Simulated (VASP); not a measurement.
A run of VASP 6.6.1 is set up as follows.

Contents of POSCAR:

```
AlB3P4
1.0
    5.6177239169     -1.6747239933      0.0239123580
    5.6177239169      1.6747239933      0.0239123580
   -0.9968173636      0.0000000000      5.8415607603
B Al P
3 1 4
Direct
   -0.0064765152     -0.0064765152     -0.0127755319
    0.5045348121      0.5045348121      0.5105630268
    0.2516718399      0.2516718399      0.7494383780
    0.7479556715      0.7479556715      0.2492590161
    0.5403724538      0.5403724538      0.1785639706
    0.0694390267      0.0694390267      0.6881958544
    0.8153413111      0.8153413111      0.9093441797
    0.3271614000      0.3271614000      0.4774111064
```

File INCAR.step1:

```
  PREC = Accurate
  ENCUT = 420
  EDIFF = 1E-5
  ISMEAR = 0
  SIGMA = 0.01
  LREAL = F
  LASPH = T
  NELM = 120
  ALGO = Normal
  ISIF = 2
  LWAVE = T
  GGA = PE
  NBANDS = 26
  GGA_COMPAT = F
  KPAR = 4
```

Contents of INCAR.step2:

```
  PREC = Accurate
  ENCUT = 420
  EDIFF = 1E-6
  ISMEAR = 0
  SIGMA = 0.01
  LREAL = F
  LASPH = T
  NELM = 120
  ALGO = Normal
  ISIF = 2
  LWAVE = F
  LCHARG = T
  GGA = PE
  LHFCALC = T
  AEXX = 0.25
  PRECFOCK = Normal
  LVHAR = T
  ISTART = 1
  NBANDS = 26
  GGA_COMPAT = F
  KPAR = 4
```

Contents of KPOINTS:

```
Automatic mesh
0
Gamma
  4 4 4
```

Potentials or basis: VASP PAW PBE potentials, release 64 (B, Al, P).

The run is started by

```bash
$ cat potpaw_PBE.64/B/POTCAR potpaw_PBE.64/Al/POTCAR potpaw_PBE.64/P/POTCAR > POTCAR
$ cp INCAR.step1 INCAR
$ mpirun -np 4 vasp_std > vasp.out
$ cp INCAR.step2 INCAR
$ mpirun -np 4 vasp_std > vasp.out
```

Task: Predict the largest force.

Result: 0.101 eV/Å.

Task: Estimate the pressure.

Result: -1.5 GPa.

Task: Predict the band gap on the k mesh.

Result: 1.95 eV, indirect (least direct gap 2.53 eV).

Forces in eV/Å, atoms in the order of the input:
```
B    0.021  0.000  0.008
B    0.021  0.000  0.021
B    0.029  0.000  0.028
Al   0.027  0.000  0.029
P   -0.096  0.000 -0.030
P   -0.045  0.000 -0.018
P    0.029  0.000 -0.096
P    0.014  0.000  0.059
```

Caveat: the k points lie up to 0.49 Å⁻¹ apart; the PAW data sets were made with another functional, which shifts forces and pressure a little. A k mesh can miss the band edges.
